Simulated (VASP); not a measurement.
Si:

```
Si
1.0
     0.00000    2.68506    2.68506
     2.68506    0.00000    2.68506
     2.68506    2.68506    0.00000
Si
2
Direct
  0.50000 0.50000 0.50000
  0.75000 0.75000 0.75000
```

Base run:

- Program: VASP 6.6.1
- Functional: PBEsol
- Potentials or basis: VASP PAW PBE potentials, release 64 (Si)
- Cutoff: 520 eV
- k mesh: 8 × 8 × 8
- Occupations: fermi-dirac, width 0.05 eV
- Spin: no spin polarisation

Its results: band gap on the k mesh 0.45 eV, indirect (least direct gap 2.53 eV); pressure 3.7 GPa.

Q: The run is repeated on the same cell with these changes: functional from PBEsol to PBE exchange alone; cutoff from 520 eV to 500 eV. What comes out?

A: Band gap on the k mesh 0.79 eV, indirect (least direct gap 2.70 eV); pressure 14.9 GPa.

Caveats: the PAW data sets were made with another functional, which shifts forces and pressure a little (some runs).

A k mesh can miss the band edges.
